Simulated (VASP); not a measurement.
Input of a VASP 6.6.1 run:

File INCAR:

```
SYSTEM = B
  PREC = Accurate
  ENCUT = 520
  EDIFF = 1E-7
  ISMEAR = -1
  SIGMA = 0.08
  LREAL = .False.
  LASPH = .True.
  NELM = 100
  ALGO = Normal
  ISIF = 2
  LWAVE = .False.
  LCHARG = .True.
  GGA = PS
  LELF = .True.
  LVHAR = .True.
  NBANDS = 8
```

The input KPOINTS:

```
Automatic mesh
0
Gamma
  25 25 25
  0 0 0
```

The input POSCAR:

```
B
1.0
   -0.9116830757      0.9116830757      0.9116830757
    0.9116830757     -0.9116830757      0.9116830757
    0.9116830757      0.9116830757     -0.9116830757
B
1
Direct
    0.0000000000      0.0000000000      0.0000000000
```

Potentials or basis: VASP PAW PBE potentials, release 64 (B).

Run with:

```console
$ cat potpaw_PBE.64/B/POTCAR > POTCAR
$ mpirun -np 1 vasp_std > vasp.out
```

What does it give for the band gap on the k mesh?

Zero (an odd number of electrons rules out a gap without spin polarisation).

Estimate the pressure.

589.0 GPa.

Caveat: the cell stands under pressure; the PAW data sets were made with another functional, which shifts forces and pressure a little.
